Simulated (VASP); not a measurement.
# Zr8N9 (a cell with a defect) in VASP: single point with PBEsol

Aim: the single point of Zr8N9 (a cell with a defect) with PBEsol.

All numbers are computed with VASP 6.6.1; they aren't measurements. Logs are shortened: lines on timing, memory, paths and dates and some standing lists are left out, and cuts for length are marked.

### 1 The cell of the first run

The cell holds a defect, 17 atoms: a = 6.489 Å, b = 6.489 Å, c = 6.489 Å, α = 60.00°, β = 60.00°, γ = 60.00°.

### 2 Single point, PBEsol

File INCAR:

```
PREC = Accurate
ENCUT = 520
EDIFF = 1E-6
ISMEAR = 0
SIGMA = 0.05
LREAL = Auto
LASPH = T
NELM = 60
ALGO = Normal
ISIF = 2
LWAVE = F
LCHARG = F
GGA = PS
NBANDS = 84
```

File KPOINTS:

```
Automatic mesh
0
Gamma
  3 3 3
```

File POSCAR:

```
Zr8N9
1.0
    0.0000000000      4.5885310000      4.5885310000
    4.5885310000      0.0000000000      4.5885310000
    4.5885310000      4.5885310000      0.0000000000
Zr N
8 9
Direct
    0.2457782240      0.2535131614      0.2506087460
    0.2522047906      0.2482011127      0.7499948241
    0.2492322706      0.7488106760      0.2494142461
    0.2492474171      0.7488166692      0.7529271351
    0.7497157587      0.2493353537      0.2547863358
    0.7498162266      0.2492290016      0.7465766277
    0.7539574212      0.7453529245      0.2505098037
    0.7486306620      0.7517798180      0.7499833825
    0.0025784941      0.0011882888     -0.0016302603
   -0.0148853740      0.0449420523      0.4852173822
   -0.0156413894      0.4838868910      0.0461607429
   -0.0156704836      0.4838680397      0.4861129847
    0.4974501643     -0.0029557390      0.0025255360
    0.4975977061     -0.0029943134      0.5032395989
    0.5017056657      0.5020242862     -0.0017086078
    0.5453276877      0.4846511879      0.4852784039
    0.1248123855      0.6243766251      0.6256059946
```

Potentials or basis: VASP PAW PBE potentials, release 64 (Zr_sv, N).

Run with:

```console
$ cat potpaw_PBE.64/Zr_sv/POTCAR potpaw_PBE.64/N/POTCAR > POTCAR
$ mpirun -np 1 vasp_std > vasp.out
```

OUTCAR:

```text
PREC = Accurate
   ENCUT = 520
   EDIFF = 1E-6
   ISMEAR = 0
   LREAL = Auto
   LASPH = T
   NELM = 60
   ISIF = 2
   GGA = PS

 ion  position               nearest neighbor table
   1  0.246  0.254  0.251-  12 2.15  11 2.15  10 2.16  15 2.31  14 2.31  13 2.32   7 3.19   6 3.22
                             5 3.22   3 3.22   4 3.22   2 3.24   2 3.25   4 3.27   3 3.27   5 3.27
   2  0.252  0.248  0.750-  17 1.99   9 2.28  13 2.28  14 2.29  16 2.44  12 2.45  11 2.45   5 3.22
                             8 3.22   6 3.22   4 3.24   3 3.24   1 3.24   1 3.25   3 3.25   4 3.25
   3  0.249  0.749  0.249-  17 1.99  13 2.28   9 2.28  15 2.28  12 2.44  10 2.45  16 2.45   1 3.22
                             7 3.22   4 3.22   2 3.24   8 3.24   5 3.24   5 3.24   8 3.25   2 3.25
   4  0.249  0.749  0.753-  17 1.99  14 2.28   9 2.28  15 2.28  11 2.44  16 2.45  10 2.45   7 3.22
                             3 3.22   1 3.22   8 3.24   2 3.24   6 3.24   6 3.25   2 3.25   8 3.25
   5  0.750  0.249  0.255-  16 2.15  10 2.15  11 2.16  14 2.31  15 2.32   9 2.32   6 3.19   7 3.22
                             1 3.22   2 3.22   8 3.22   3 3.24   3 3.24   8 3.27   2 3.27   1 3.27
   6  0.750  0.249  0.747-  10 2.14  16 2.15  12 2.16  15 2.32  13 2.32   9 2.32   5 3.19   1 3.22
                             7 3.22   8 3.22   2 3.22   4 3.24   4 3.25   2 3.27   8 3.27   7 3.27
   7  0.754  0.745  0.251-  11 2.15  12 2.15  16 2.16  14 2.31   9 2.31  13 2.32   1 3.19   5 3.22
                             6 3.22   4 3.22   3 3.22   8 3.24   8 3.24   3 3.27   4 3.27   6 3.27
   8  0.749  0.752  0.750-  17 1.99  15 2.28  14 2.28  13 2.28  10 2.44  12 2.45  11 2.45   6 3.22
                             5 3.22   2 3.22   4 3.24   3 3.24   7 3.24   7 3.24   3 3.25   4 3.25
   9  0.003  0.001  0.998-   2 2.28   3 2.28   4 2.28   7 2.31   6 2.32   5 2.32
  10  0.985  0.045  0.485-   6 2.14   5 2.15   1 2.16   8 2.44   4 2.45   3 2.45
  11  0.984  0.484  0.046-   7 2.15   1 2.15   5 2.16   4 2.44   2 2.45   8 2.45
  12  0.984  0.484  0.486-   1 2.15   7 2.15   6 2.16   3 2.44   2 2.45   8 2.45
  13  0.497  0.997  0.003-   3 2.28   2 2.28   8 2.28   7 2.32   6 2.32   1 2.32
  14  0.498  0.997  0.503-   4 2.28   8 2.28   2 2.29   7 2.31   5 2.31   1 2.31
  15  0.502  0.502  0.998-   8 2.28   4 2.28   3 2.28   1 2.31   5 2.32   6 2.32
  16  0.545  0.485  0.485-   6 2.15   5 2.15   7 2.16   2 2.44   4 2.45   3 2.45
  17  0.125  0.624  0.626-   2 1.99   8 1.99   3 1.99   4 1.99

  LATTYP: Found a face centered cubic cell.
 ALAT       =     9.1770620000

  Lattice vectors:

 A1 = (   0.0000000000,   4.5885310000,   4.5885310000)
 A2 = (   4.5885310000,   0.0000000000,   4.5885310000)
 A3 = (   4.5885310000,   4.5885310000,   0.0000000000)

Analysis of symmetry for initial positions (statically):
=====================================================================
 Subroutine PRICEL returns:
 Original cell was already a primitive cell.

 Routine SETGRP: Setting up the symmetry group for a
 face centered cubic supercell.

 Subroutine GETGRP returns: Found  1 space group operations
 (whereof  1 operations were pure point group operations)
 out of a pool of 48 trial point group operations.

The static configuration has the point symmetry C_1 .

Analysis of symmetry for dynamics (positions and initial velocities):
=====================================================================
 Subroutine PRICEL returns:
 Original cell was already a primitive cell.

 Routine SETGRP: Setting up the symmetry group for a
 face centered cubic supercell.

 Subroutine GETGRP returns: Found  1 space group operations
 (whereof  1 operations were pure point group operations)
 out of a pool of 48 trial point group operations.

The dynamic configuration has the point symmetry C_1 .

 Subroutine INISYM returns: Found  1 space group operations
 (whereof  1 operations are pure point group operations),
 and found     1 'primitive' translations

----------------------------------------------------------------------------------------

                                     Primitive cell

  volume of cell :     193.2195

  direct lattice vectors                    reciprocal lattice vectors
     0.000000000  4.588531000  4.588531000    -0.108967336  0.108967336  0.108967336
     4.588531000  0.000000000  4.588531000     0.108967336 -0.108967336  0.108967336
     4.588531000  4.588531000  0.000000000     0.108967336  0.108967336 -0.108967336

  length of vectors
     6.489162772  6.489162772  6.489162772     0.188736963  0.188736963  0.188736963

  position of ions in fractional coordinates (direct lattice)
     0.245778224  0.253513161  0.250608746
     0.252204791  0.248201113  0.749994824
     0.249232271  0.748810676  0.249414246
     0.249247417  0.748816669  0.752927135
     0.749715759  0.249335354  0.254786336
     0.749816227  0.249229002  0.746576628
[... 9 lines left out ...]
     0.545327688  0.484651188  0.485278404
     0.124812386  0.624376625  0.625605995

  ion indices of the primitive-cell ions
   primitive index   ion index
                 1           1
                 2           2
                 3           3
                 4           4
                 5           5
                 6           6
[... 9 lines left out ...]
                16          16
                17          17

----------------------------------------------------------------------------------------

 KPOINTS: Automatic mesh

Automatic generation of k-mesh.
 Grid dimensions read from file:
 generate k-points for:    3    3    3

 Generating k-lattice:

  Cartesian coordinates                     Fractional coordinates (reciprocal lattice)
    -0.036322445  0.036322445  0.036322445     0.333333333  0.000000000  0.000000000
     0.036322445 -0.036322445  0.036322445     0.000000000  0.333333333  0.000000000
     0.036322445  0.036322445 -0.036322445     0.000000000  0.000000000  0.333333333

  Length of vectors
     0.062912321  0.062912321  0.062912321

  Shift w.r.t. Gamma in fractional coordinates (k-lattice)
     0.000000000  0.000000000  0.000000000

 Subroutine IBZKPT returns following result:
 ===========================================

 Found     14 irreducible k-points:

 Following reciprocal coordinates:
            Coordinates               Weight
  0.000000  0.000000  0.000000      1.000000
  0.333333  0.000000  0.000000      2.000000
  0.000000  0.333333  0.000000      2.000000
  0.000000  0.000000  0.333333      2.000000
  0.333333  0.333333  0.333333      2.000000
  0.333333  0.333333  0.000000      2.000000
  0.000000  0.333333  0.333333      2.000000
  0.333333  0.000000  0.333333      2.000000
 -0.333333  0.333333  0.000000      2.000000
  0.000000 -0.333333  0.333333      2.000000
  0.333333  0.000000 -0.333333      2.000000
  0.333333  0.333333 -0.333333      2.000000
 -0.333333  0.333333 -0.333333      2.000000
  0.333333 -0.333333 -0.333333      2.000000
   k-points           NKPTS =     14   k-points in BZ     NKDIM =     14   number of bands    NBANDS=     84
   number of dos      NEDOS =    301   number of ions     NIONS =     17
   total plane-waves  NPLWV = 110592
   dimension x,y,z NGX =    48 NGY =   48 NGZ =   48
   dimension x,y,z NGXF=    96 NGYF=   96 NGZF=   96
   ions per type =               8   9
   NGX,Y,Z   is equivalent  to a cutoff of  12.30, 12.30, 12.30 a.u.
   NGXF,Y,Z  is equivalent  to a cutoff of  24.59, 24.59, 24.59 a.u.
 SYSTEM =  unknown system
   PREC   = accura    normal or accurate (medium, high low for compatibility)
   ISTART =      0    job   : 0-new  1-cont  2-samecut
   ICHARG =      2    charge: 1-file 2-atom 10-const
   ISPIN  =      1    spin polarized calculation?
   LNONCOLLINEAR =      F non collinear calculations
   LSORBIT =      F    spin-orbit coupling
   LASPH  =      T    aspherical Exc in radial PAW
   ENCUT  =  520.0 eV  38.22 Ry    6.18 a.u.  12.07 12.07 12.07*2*pi/ulx,y,z
   NELM   =     60;   NELMIN=  2; NELMDL= -5     # of ELM steps
   EDIFF  = 0.1E-05   stopping-criterion for ELM
   LREAL  =      T    real-space projection
   EDIFFG = 0.1E-04   stopping-criterion for IOM
   NSW    =      0    number of steps for IOM
[... 5 lines left out ...]
   TEBEG  =    0.0;   TEEND  =   0.0 temperature during run
   PSTRESS=    0.0 pullay stress
   NELECT =     141.0000    total number of electrons
   NUPDOWN=      -1.0000    fix difference up-down
   EMIN   =  10.00;   EMAX   =-10.00  energy-range for DOS
   EFERMI =   0.00;   METHOD = LEGACY
   ISMEAR =     0;   SIGMA  =   0.05  broadening in eV -4-tet -1-fermi 0-gaus
   EFERMI_NEDOS =   21; number of points for ismear=-14 and -15
   IALGO  =     38    algorithm
   IMIX   =      4    mixing-type and parameters
     AMIX     =   0.40;   BMIX     =  1.00
     AMIX_MAG =   1.60;   BMIX_MAG =  1.00
  volume/ion in A,a.u.               =      11.37        76.70
  Fermi-wavevector in a.u.,A,eV,Ry     =   1.473887  2.785243 29.556521  2.172343
  Thomas-Fermi vector in A             =   2.588725
   LORBIT       =      0    0 simple, 1 ext, 2 COOP (PROOUT), +10 PAW based schemes
   GGA     = PS    functional components
   LHFCALC =     F    Hartree Fock is set to
   AEXX    =    0.0000 exact exchange contribution
   IVDW    =     0    specifies the selected vdW correction
   LEPSILON=     F    determine dielectric tensor
   LRPA    =     F    only Hartree local field effects (RPA)
 non-spin polarized calculation
 Gauss-broadening in eV      SIGMA  =   0.05
  energy-cutoff  :      520.00
  volume of cell :      193.22
 maximum number of plane-waves:      5237
   NGX = 25   NGY = 25   NGZ = 25

 number of electron     141.0000001 magnetization

 Free energy of the ion-electron system (eV)
  ---------------------------------------------------
  ext. energy  EPLUGINS =         0.00000000
  ---------------------------------------------------
  free energy    TOTEN  =      -178.09460048 eV

  energy without entropy =     -178.08906862  energy(sigma->0) =     -178.09183455

 E-fermi :  11.8239     XC(G=0): -12.8238

 val. band max:       11.7663304660   @ k =   0.3333   0.0000  -0.3333
 cond. band min:      11.8329811853   @ k =   0.3333   0.3333   0.0000
 fundamental gap:      0.0666507194
 Fermi energy:        11.8238966598

 k-point     1 :       0.0000    0.0000    0.0000
  band No.  band energies     occupation
      1     -37.3842      2.00000
      2     -37.2630      2.00000
      3     -37.2622      2.00000
      4     -37.2615      2.00000
      5     -37.1427      2.00000
      6     -37.0589      2.00000
[... 74 lines left out ...]
     81      14.9788      0.00000
     82      14.9989      0.00000

 k-point     2 :       0.3333    0.0000    0.0000
  band No.  band energies     occupation
      1     -37.3576      2.00000
      2     -37.2832      2.00000
      3     -37.2608      2.00000
      4     -37.2596      2.00000
      5     -37.1343      2.00000
      6     -37.0746      2.00000
[... 74 lines left out ...]
     81      15.0865      0.00000
     82      15.0954      0.00000
[... 933 lines left out ...]
     81      14.7453      0.00000
     82      14.8211      0.00000

 k-point    14 :       0.3333   -0.3333   -0.3333
  band No.  band energies     occupation
      1     -37.3301      2.00000
      2     -37.2982      2.00000
      3     -37.2664      2.00000
      4     -37.2597      2.00000
      5     -37.1211      2.00000
      6     -37.0982      2.00000
[... 74 lines left out ...]
     81      14.7447      0.00000
     82      14.8202      0.00000
 [bands above 82 left out]

------------------------ aborting loop because EDIFF is reached ----------------------------------------

  FORCE on cell =-STRESS in cart. coord.  units (eV):
  Direction    XX          YY          ZZ          XY          YZ          ZX
  --------------------------------------------------------------------------------------
  -------------------------------------------------------------------------------------
  Total       11.8777396     11.8688472     10.4201076     -0.0024561      0.0036483      0.0025547
  in kB       98.4902811     98.4165451     86.4035885     -0.0203659      0.0302515      0.0211832
  external PRESSURE =      94.4368049 kB  Pullay stress =       0.0000000 kB

 VOLUME and BASIS-vectors are now :
 -----------------------------------------------------------------------------
  energy-cutoff  :      520.00
  volume of cell :      193.22
      direct lattice vectors                 reciprocal lattice vectors
     0.000000000  4.588531000  4.588531000    -0.108967336  0.108967336  0.108967336
     4.588531000  0.000000000  4.588531000     0.108967336 -0.108967336  0.108967336
     4.588531000  4.588531000  0.000000000     0.108967336  0.108967336 -0.108967336

 POSITION                                       TOTAL-FORCE (eV/Angst)
 -----------------------------------------------------------------------------------
      2.31318      2.27769      2.29101        -0.019467      0.018152     -0.010353
      4.58025      4.59862      2.29613        -0.018105      0.017187     -0.043518
      4.58039      2.28805      4.57955        -0.020138     -0.016078      0.035685
      6.89080      4.59851      4.57965         0.016919      0.020381      0.035667
      2.31318      4.60919      4.58418        -0.021386     -0.019681      0.008261
      4.56929      6.86625      4.58415         0.026308      0.020079      0.007651
[... 9 lines left out ...]
      4.45055      4.72897      4.72609         0.013726     -0.018449     -0.000871
      5.73558      3.44332      3.43768         0.002613     -0.001326      0.005381
 -----------------------------------------------------------------------------------
    total drift:                               -0.000599     -0.002353      0.001761

  FREE ENERGIE OF THE ION-ELECTRON SYSTEM (eV)
  ---------------------------------------------------
  free  energy   TOTEN  =      -178.0946004757 eV

  energy  without entropy=     -178.0890686238  energy(sigma->0) =     -178.09183455
```

Run time: 17 min. Hardware: 1 thread of Intel Xeon 8259CL, shared host; peak memory 0.4 GiB.

Results:

```yaml
Free_energy: -178.0946 eV
Pressure: 9.4 GPa
Largest_force: 0.050 eV/Å
Band_gap_on_the_k_mesh: zero (an odd number of electrons rules out a gap without spin polarisation)
```

Forces in eV/Å, atoms in the order of the input:
```
Zr  -0.019  0.018 -0.010
Zr  -0.018  0.017 -0.044
Zr  -0.020 -0.016  0.036
Zr   0.017  0.020  0.036
Zr  -0.021 -0.020  0.008
Zr   0.026  0.020  0.008
Zr   0.019 -0.014 -0.014
Zr   0.015 -0.015 -0.045
N   -0.003  0.000 -0.015
N   -0.023  0.017 -0.006
N   -0.015 -0.014  0.009
N    0.010  0.008  0.010
N   -0.002 -0.002  0.020
N    0.010  0.004  0.016
N    0.008 -0.004 -0.013
N    0.014 -0.018 -0.001
N    0.003 -0.001  0.005
```

Stress tensor (GPa, compression positive):
```
9.85 0.00 0.00
0.00 9.84 0.00
0.00 0.00 8.64
```

Levels at points of the mesh, in eV from the Fermi level:
```csv
k point,band 66,band 67,band 68,band 69,band 70,band 71,band 72,band 73,band 74,band 75
"(0.00, 0.00, 0.00)",-2.73,-2.71,-2.08,-2.08,-2.07,-0.22,1.39,1.39,1.41,1.66
```

Caveat: the k points lie up to 0.40 Å⁻¹ apart, too coarse for converged energies and pressures of a metal; the PAW data sets were made with another functional, which shifts forces and pressure a little.

The gap in the log of VASP goes by the Fermi energy; the results here count the filled bands.